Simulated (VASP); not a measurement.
GdOF, 6 atoms in the cell. The structure is trigonal, space group R-3m (No. 166). Conventional cell: a = 3.835 Å, b = 3.835 Å, c = 19.174 Å, α = 90.00°, β = 90.00°, γ = 120.00°. Within 3.2 Å of F (site symmetry 3m) lie 4 Gd at 2.45 to 2.48 Å and 3 F at 2.63 Å and 3 O at 2.75 Å. Within 3.0 Å of Gd (site symmetry 3m) lie 4 O at 2.28 to 2.29 Å and 4 F at 2.45 to 2.48 Å. Within 3.0 Å of O (site symmetry 3m) lie 4 Gd at 2.28 to 2.29 Å and 3 F at 2.75 Å and 3 O at 2.79 Å. 

| Quantity | Value |
| --- | --- |
| Program | VASP 6.6.1 |
| Task | single point |
| Functional | PBEsol |
| Potentials or basis | VASP PAW PBE potentials, release 64 (F, Gd, O) |
| Cutoff | 520 eV |
| k mesh | 6 × 6 × 6 |
| Occupations | gaussian, width 0.02 eV |
| Spin | collinear spin, ferromagnetic start |
| Starting moments | [0.0, 0.0, 7.49, 7.49, 0.0, 0.0] μB |
| Dipole correction | no |
| Further INCAR settings | ALGO = Normal; EDIFF = 1e-06; NBANDS = 44 |

Potentials or basis: VASP PAW PBE potentials, release 64 (F, Gd, O).

The run is started by

```bash
$ cat potpaw_PBE.64/F/POTCAR potpaw_PBE.64/Gd/POTCAR potpaw_PBE.64/O/POTCAR > POTCAR
$ mpirun -np 1 vasp_std > vasp.out
```

Hardware: 1 thread of Intel(R) Xeon(R) Platinum 8488C (Sapphire Rapids) (shared host).

Question: How long does it take, and how much memory?

Answer: Run time: 23 min on 1 thread of Intel(R) Xeon(R) Platinum 8488C (Sapphire Rapids), on a shared host, peak memory 0.57 GiB. Counts: scf iterations 39, k points 32.
